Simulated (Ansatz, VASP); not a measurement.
# One calculation of W, two programs

The input INCAR:

```
PREC = Accurate
ENCUT = 520
EDIFF = 1E-6
ISMEAR = 0
SIGMA = 0.1
LREAL = F
LASPH = T
NELM = 80
ALGO = Normal
ISIF = 2
LWAVE = F
LCHARG = T
LDIPOL = T
IDIPOL = 3
DIPOL = 0.5 0.5 0.500
GGA = PE
LELF = T
LVHAR = T
LVACPOTAV = T
NBANDS = 43
```

KPOINTS

```
Automatic mesh
0
Gamma
  12 12 1
```

File POSCAR:

```
W
1.0
    2.8545944811      0.0000000000      0.0000000000
   -1.4272972405      2.4721513381      0.0000000000
    0.0000000000      0.0000000000     16.3230665350
W
5
Direct
    0.6666666667      0.3333333333      0.2144204946
    0.3333333333      0.6666666667      0.3572102473
    0.0000000000      0.0000000000      0.5000000000
    0.6666666667      0.3333333333      0.6427897527
    0.3333333333      0.6666666667      0.7855795054
```

Input for Ansatz:

```yaml
crystal:
  lattice:
    - [2.8545944811, 0.0, 0.0]
    - [-1.4272972405, 2.4721513381, 0.0]
    - [0.0, 0.0, 16.323066535]
  atoms:
    - { symbol: W, position: [0.6666666667, 0.3333333333, 0.2144204946] }
    - { symbol: W, position: [0.3333333333, 0.6666666667, 0.3572102473] }
    - { symbol: W, position: [0.0, 0.0, 0.5] }
    - { symbol: W, position: [0.6666666667, 0.3333333333, 0.6427897527] }
    - { symbol: W, position: [0.3333333333, 0.6666666667, 0.7855795054] }
basis:
  ecutwfc: 420
kpoints:
  mp_grid: { grid: [12, 12, 1] }
hamiltonian:
  xc: pbe
scf:
  occupations: { method: gaussian, width: 0.1 }
output:
  forces: true
  stress: true
  eigenvalues: true
efield:
  axis: 3
  dipole_correction: true
  ramp_width: 0.04
```

Alike in both runs: task single point; functional PBE; k mesh 12 × 12 × 1; occupations gaussian, width 0.1 eV; no spin polarisation.

```csv
,VASP,Ansatz
version,VASP 6.6.1,Ansatz 0.2.0
potentials or method,"VASP PAW PBE potentials, release 64 (W_sv), cutoff 520 eV","scalar-relativistic, plane waves, PAW"
valence electrons in the cell,70,70
```

|  | VASP | Ansatz | Ansatz less VASP |
| --- | --- | --- | --- |
| gap on the k mesh at the Fermi level (eV) | none | none | - |
| rms of the force components (eV/Å) | 0.106 | 0.102 | -0.0044 |

Atom by atom the forces differ by 0.008 eV/Å (rms over components). A gap of «none» marks a metal or a gap that the smearing closes. With one functional, cell and mesh, what is left measures potentials, basis and numerics. Ansatz's warnings: vacuum density over bound.

Spin-orbit coupling is off throughout.
